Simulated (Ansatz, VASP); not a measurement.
**Al in VASP and in Ansatz**

```
Al
1.0
     2.70721    0.00000    0.00000
    -1.35360    2.34451    0.00000
     0.00000    0.00000    9.24836
Al
4
Direct
  0.00000 0.00000 0.00000
  0.33333 0.66667 0.25000
  0.00000 0.00000 0.50000
  0.66667 0.33333 0.75000
```

Alike in both runs: task single point; functional PBEsol; dispersion D3(BJ); k mesh 18 × 18 × 6; occupations gaussian, width 0.15 eV; no spin polarisation.

|  | VASP | Ansatz |
| --- | --- | --- |
| version | VASP 6.6.1 | Ansatz 0.2.0 |
| potentials or method | VASP PAW PBE potentials, release 64 (Al), cutoff 520 eV | scalar-relativistic, plane waves, PAW |
| valence electrons in the cell | 12 | 12 |

```tsv
	VASP	Ansatz	Ansatz less VASP
gap on the k mesh at the Fermi level (eV)	none	none	-
pressure (GPa)	6.8	6.6	-0.14
traceless stress, the component that is largest in VASP (GPa)	-3.57	-3.54	+0.029
```

VASP's potentials were made for PBE, not for PBEsol, and Ansatz warns of the same on its side. A gap of «none» marks a metal or a gap that the smearing closes.
